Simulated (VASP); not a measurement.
Wanted: the native input for a VASP 6.6.1 run.

```
Task                   : single point
Functional             : PBE
Potentials or basis    : VASP PAW PBE potentials, release 64 (C)
Cutoff                 : 520 eV
k mesh                 : 6 × 6 × 6
Occupations            : gaussian, width 0.1 eV
Spin                   : no spin polarisation
Dipole correction      : no
Further INCAR settings : ALGO = Normal; EDIFF = 1e-06; NBANDS = 26
```

The structure of C lies in POSCAR:

```
C
1.0
   -2.2469683600      2.2469683600      2.2469683600
    2.2469683600     -2.2469683600      2.2469683600
    2.2469683600      2.2469683600     -2.2469683600
C
8
Direct
    0.5000000000      0.0000000000      0.4513301000
    0.4513301000      0.5000000000      0.0000000000
    0.0000000000      0.9513301000      0.5000000000
    0.9513301000      0.5000000000      0.0000000000
    0.0000000000      0.4513301000      0.5000000000
    0.5000000000      0.0000000000      0.9513301000
    0.5486699000      0.5486699000      0.5486699000
    0.0486699000      0.0486699000      0.0486699000
```

The input as run:

INCAR

```
PREC = Accurate
ENCUT = 520
EDIFF = 1E-6
ISMEAR = 0
SIGMA = 0.1
LREAL = F
LASPH = T
NELM = 100
ALGO = Normal
ISIF = 2
LWAVE = F
LCHARG = F
GGA = PE
NBANDS = 26
```

KPOINTS

```
regular mesh
0
Gamma
  6 6 6
```

Potentials or basis: VASP PAW PBE potentials, release 64 (C).

Launch:

```console
$ cat potpaw_PBE.64/C/POTCAR > POTCAR
$ mpirun -np 1 vasp_std > vasp.out
```

Results of the run:

The pressure is 43.4 GPa and the largest force is 0.022 eV/Å. The band gap on the k mesh is zero (band 16 reaches 14.79 eV, above the bottom of band 17 at 10.40 eV).

Wall time 11 s on 1 thread of Intel(R) Xeon(R) Platinum 8488C (Sapphire Rapids), on a shared host, peak memory 0.15 GiB.
